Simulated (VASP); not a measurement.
# Mg16O16F (a cell with a defect): single point with PBE

System: Mg16O16F (a cell with a defect).

```
Mg O F
1.0
    -4.25438    4.25438    4.25438
     4.25438   -4.25438    4.25438
     4.25438    4.25438   -4.25438
Mg O F
16 16 1
Direct
  0.00452 0.00511 0.00469
  0.00588 0.25706 0.75533
  0.00660 0.50634 0.50594
  0.00591 0.75572 0.25664
  0.25654 0.00648 0.75533
  0.24033 0.24091 0.50572
  0.24035 0.50602 0.24050
  0.25650 0.75572 0.00608
  0.50584 0.00715 0.50599
  0.50560 0.24093 0.24049
  0.50582 0.50636 0.00676
  0.50123 0.77102 0.77064
  0.75517 0.00647 0.25666
  0.75518 0.25706 0.00603
  0.77048 0.50181 0.77064
  0.77051 0.77106 0.50139
  0.00647 0.00702 0.50664
  0.98585 0.24868 0.24829
  0.00648 0.50705 0.00663
  0.02864 0.76201 0.76162
  0.24808 0.98647 0.24823
  0.24812 0.24866 0.98601
  0.25870 0.50682 0.75502
  0.25871 0.75542 0.50639
  0.50647 0.00700 0.00660
  0.50628 0.25927 0.75503
  0.39273 0.39319 0.39289
  0.50624 0.75542 0.25885
  0.76145 0.02916 0.76158
  0.75489 0.25928 0.50644
  0.75488 0.50683 0.25886
  0.76147 0.76200 0.02877
  0.65161 0.65217 0.65173
```

| Quantity | Value |
| --- | --- |
| Program | VASP 6.6.1 |
| Task | single point |
| Functional | PBE |
| Potentials or basis | VASP PAW PBE potentials, release 64 (Mg, O, F) |
| Cutoff | 520 eV |
| k mesh | 1 × 1 × 1, shifted |
| Occupations | fermi-dirac, width 0.01 eV |
| Spin | collinear spin |
| Fixed moment | 1 μB |

- Pressure: 8.0 GPa
- Largest force: 0.022 eV/Å
- Net moment: 1.00 μB per cell
- Site moments: Mg -0.00, +0.00 (each value once); O +0.01, +0.04, +0.00, +0.56 (each value once); F +0.15 μB
- Valence electrons inside the program's atomic spheres: Mg 0.36, 0.41, 0.40, 0.44 (each value once); O 5.12, 5.09, 5.10, 5.04 (each value once); F 6.20

Forces in eV/Å, atoms in the order of the input:
```
Mg  -0.003  0.001 -0.001
Mg  -0.003  0.005  0.001
Mg   0.000 -0.001 -0.001
Mg  -0.001  0.000  0.005
Mg   0.003 -0.002 -0.005
Mg  -0.004 -0.003 -0.004
Mg  -0.002 -0.006 -0.001
Mg   0.004 -0.003  0.000
Mg  -0.002 -0.008 -0.002
Mg  -0.004 -0.004 -0.006
Mg  -0.001 -0.003 -0.003
Mg  -0.012  0.012  0.012
Mg  -0.002 -0.002  0.003
Mg   0.000  0.004 -0.003
Mg   0.012 -0.012  0.014
Mg   0.012  0.013 -0.012
O   -0.001 -0.002  0.002
O    0.006  0.002  0.005
O   -0.002  0.003 -0.003
O   -0.005 -0.004 -0.003
O    0.001  0.013 -0.001
O    0.005  0.001  0.009
O    0.002  0.000 -0.005
O    0.005 -0.005 -0.001
O    0.003  0.000  0.001
O   -0.002  0.003 -0.007
O    0.000  0.001  0.002
O   -0.002 -0.005  0.005
O   -0.001 -0.002 -0.002
O   -0.007  0.002 -0.003
O   -0.006 -0.002  0.002
O   -0.002 -0.004 -0.005
F    0.009  0.005  0.007
```

Stress tensor (GPa, compression positive):
```
7.96 1.11 1.11
1.11 7.96 1.11
1.11 1.11 7.97
```

It took 3.9 min on 1 thread of Intel(R) Xeon(R) Platinum 8375C CPU @ 2.90GHz (Ice Lake) (shared host), peak memory 0.55 GiB.

Caveat: the total moment is fixed, so each spin has its own Fermi level and the state may be an excited one.
